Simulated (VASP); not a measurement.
## Al2Cu: single point with PBE

Al2Cu:

```
Al Cu
1.0
    -2.04460    2.04460    2.82403
     2.04460   -2.04460    2.82403
     2.04460    2.04460   -2.82403
Al Cu
2 1
Direct
  0.73444 0.23444 0.50000
  0.26556 0.76556 0.50000
  0.50000 0.50000 0.00000
```

This cell differs from its parent crystal: atoms displaced along a vibrational mode, the cell strained.

| Property | Result |
| --- | --- |
| Program | VASP 6.6.1 |
| Task | single point |
| Functional | PBE |
| Potentials or basis | VASP PAW PBE potentials, release 64 (Al, Cu) |
| Cutoff | 520 eV |
| k mesh | 14 × 14 × 14 |
| Occupations | gaussian, width 0.15 eV |
| Spin | no spin polarisation |
| Dipole correction | no |
| Further INCAR settings | ALGO = Fast; EDIFF = 1e-06; NBANDS = 16 |

* Pressure: 3.5 GPa
* Largest force: 0.861 eV/Å
* Band gap on the k mesh: zero (an odd number of electrons rules out a gap without spin polarisation)

Forces in eV/Å, atoms in the order of the input:
```
Al   0.000  0.000  0.861
Al   0.000  0.000 -0.861
Cu   0.000  0.000  0.000
```

Stress tensor (GPa, compression positive):
```
 5.14  0.00  0.00
 0.00 -0.87  0.00
 0.00  0.00  6.12
```

Levels at points of the mesh, in eV from the Fermi level:
```csv
k point,band 5,band 6,band 7,band 8,band 9,band 10,band 11,band 12,band 13,band 14
"(0.00, 0.00, 0.00)",-4.05,-3.99,2.56,2.70,3.02,3.06,3.08,3.09,4.27,6.50
"(0.50, 0.00, 0.00)",-3.98,-3.92,-3.88,0.33,1.07,2.63,3.02,3.89,4.30,9.68
"(0.00, 0.50, 0.00)",-4.11,-3.97,-3.95,0.41,0.72,2.73,3.26,3.89,4.50,9.63
"(0.50, 0.50, 0.00)",-4.06,-3.85,-3.74,-2.01,-1.82,0.45,1.58,9.01,10.36,10.98
"(0.50, 0.50, 0.50)",-4.02,-3.88,-3.69,-2.14,-2.04,0.17,1.47,9.09,10.59,10.64
```

It took 10 min on 1 thread of Intel Xeon 8259CL, on a shared host, peak memory 0.42 GiB.

Caveat: the cell differs from its parent crystal (atoms displaced along a vibrational mode, the cell strained); the stress differs along the axes, from -1 to 6 GPa.
